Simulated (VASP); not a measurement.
A run of VASP 6.6.1:

The input POSCAR:

```
Si2W
1.0
    3.6307042723      0.0000000000      0.0000000000
   -1.8153521362      3.1442821334      0.0000000000
    0.0000000000      0.0000000000      2.3060041957
W Si
1 2
Direct
    0.0000000000      0.0000000000      0.0000000000
    0.3333333333      0.6666666667      0.5000000000
    0.6666666667      0.3333333333      0.5000000000
```

The input INCAR.step1:

```
SYSTEM = Si2W
ALGO     = Normal         ! electronic algorithm
EDIFF    = 1E-6           ! SCF threshold, eV
ENCUT    = 520            ! plane-wave cutoff, eV
GGA      = PE             ! functional
ISIF     = 2              ! what is computed and relaxed
ISMEAR   = -1             ! smearing method
LASPH    = .True.         ! aspherical terms in the spheres
LCHARG   = .True.         ! write CHGCAR
LMAXMIX  = 4              ! l up to which the mixer works
LREAL    = .False.        ! projectors in reciprocal space
LWAVE    = .False.        ! write WAVECAR
NBANDS   = 18             ! bands
NELM     = 80             ! most SCF steps
PREC     = Accurate       ! precision mode
SIGMA    = 0.1            ! smearing width, eV
```

The input KPOINTS.step1:

```
k-points
0
Gamma
  10 10 8
  0 0 0
```

The input INCAR.step2:

```
SYSTEM = Si2W
ALGO     = Normal         ! electronic algorithm
EDIFF    = 1E-6           ! SCF threshold, eV
ENCUT    = 520            ! plane-wave cutoff, eV
GGA      = PE             ! functional
ICHARG   = 11             ! starting density
ISIF     = 2              ! what is computed and relaxed
ISMEAR   = -5             ! smearing method
LASPH    = .True.         ! aspherical terms in the spheres
LCHARG   = .False.        ! write CHGCAR
LMAXMIX  = 4              ! l up to which the mixer works
LORBIT   = 11             ! projections on sites
LREAL    = .False.        ! projectors in reciprocal space
LWAVE    = .False.        ! write WAVECAR
NBANDS   = 18             ! bands
NEDOS    = 2001           ! points of the DOS
NELM     = 80             ! most SCF steps
PREC     = Accurate       ! precision mode
SIGMA    = 0.1            ! smearing width, eV
```

Contents of KPOINTS.step2:

```
k-points
0
Gamma
  15 15 12
  0 0 0
```

Potentials or basis: VASP PAW PBE potentials, release 64 (W_sv, Si).

Run with:

```sh
$ cat potpaw_PBE.64/W_sv/POTCAR potpaw_PBE.64/Si/POTCAR > POTCAR
$ cp INCAR.step1 INCAR
$ cp KPOINTS.step1 KPOINTS
$ mpirun -np 1 vasp_std > vasp.out
$ cp INCAR.step2 INCAR
$ cp KPOINTS.step2 KPOINTS
$ mpirun -np 1 vasp_std > vasp.out
```

Hardware: 1 thread of Intel(R) Xeon(R) 6975P-C (Granite Rapids), with other jobs on the host.

How long does it take, and how much memory?

It took 27 s on 1 thread of Intel(R) Xeon(R) 6975P-C (Granite Rapids), with other jobs on the host, peak memory 0.2 GiB. Counts: k points 189.
